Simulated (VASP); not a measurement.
Pt, 1 atom in the cell. The structure is trigonal, space group R-3m (No. 166). The conventional cell has a = 2.739 Å, b = 2.739 Å, c = 7.216 Å, α = 90.00°, β = 90.00°, γ = 120.00°. Within 3.6 Å of Pt (site symmetry -3m) lie 12 Pt at 2.74 to 2.88 Å. 

- Program: VASP 6.6.1
- Task: single point
- Functional: LDA
- Potentials or basis: VASP PAW LDA potentials, release 64 (Pt)
- Cutoff: 520 eV
- k mesh: 20 × 20 × 20
- Occupations: gaussian, width 0.15 eV
- Spin: no spin polarisation
- Dipole correction: no
- Further INCAR settings: ALGO = Fast; EDIFF = 1e-06; NBANDS = 11

Potentials or basis: VASP PAW LDA potentials, release 64 (Pt).

Launch:

```bash
$ cat potpaw_LDA.64/Pt/POTCAR > POTCAR
$ mpirun -np 1 vasp_std > vasp.out
```

Hardware: 1 thread of Intel(R) Xeon(R) Platinum 8259CL CPU @ 2.50GHz (Skylake/Cascade Lake), on a shared host.

Q: Estimate the wall time of this run.

A: Wall time 120 s on 1 thread of Intel(R) Xeon(R) Platinum 8259CL CPU @ 2.50GHz (Skylake/Cascade Lake), with other jobs on the host, peak memory 0.24 GiB. Counts: scf iterations 12, k points 781.
